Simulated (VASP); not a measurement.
Set up this calculation in VASP 6.6.1, as the native input.

* Task: single point
* Functional: PBE
* Potentials or basis: VASP PAW PBE potentials, release 64 (Zn, Se)
* Cutoff: 520 eV
* k mesh: 4 × 4 × 4
* Occupations: gaussian, width 0.01 eV
* Spin: no spin polarisation
* Dipole correction: no
* Further INCAR settings: ALGO = Normal; EDIFF = 1e-07; NBANDS = 16

The structure of ZnSe lies in POSCAR:

```
ZnSe
1.0
    0.0000000000      2.9173933049      2.9173933049
    2.9173933049      0.0000000000      2.9173933049
    2.9173933049      2.9173933049      0.0000000000
Zn Se
1 1
Direct
    0.0000000000      0.0000000000      0.0000000000
    0.2500000000      0.2500000000      0.2500000000
```

This cell differs from its parent crystal: strain +3.0%.

These files were run (other wordings do the same):

INCAR

```
  PREC = Accurate
  ENCUT = 520
  EDIFF = 1E-7
  ISMEAR = 0
  SIGMA = 0.01
  LREAL = F
  LASPH = T
  NELM = 80
  ALGO = Normal
  ISIF = 2
  LWAVE = F
  LCHARG = F
  GGA = PE
  NBANDS = 16
```

KPOINTS

```
Automatic mesh
0
Gamma
  4 4 4
```

Potentials or basis: VASP PAW PBE potentials, release 64 (Zn, Se).

Command:

```bash
$ cat potpaw_PBE.64/Zn/POTCAR potpaw_PBE.64/Se/POTCAR > POTCAR
$ mpirun -np 1 vasp_std > vasp.out
```

Results of the run:

```json
{
  "Pressure": "-2.2 GPa",
  "Band gap on the k mesh": "0.94 eV, direct"
}
```

Caveat: the k points lie up to 0.47 Å⁻¹ apart; the cell differs from its parent crystal (strain +3.0%).

Wall time 9.5 s on 1 thread of AMD EPYC 7R43 64-Core Processor (Zen 3), with other jobs on the host, peak memory 0.14 GiB.
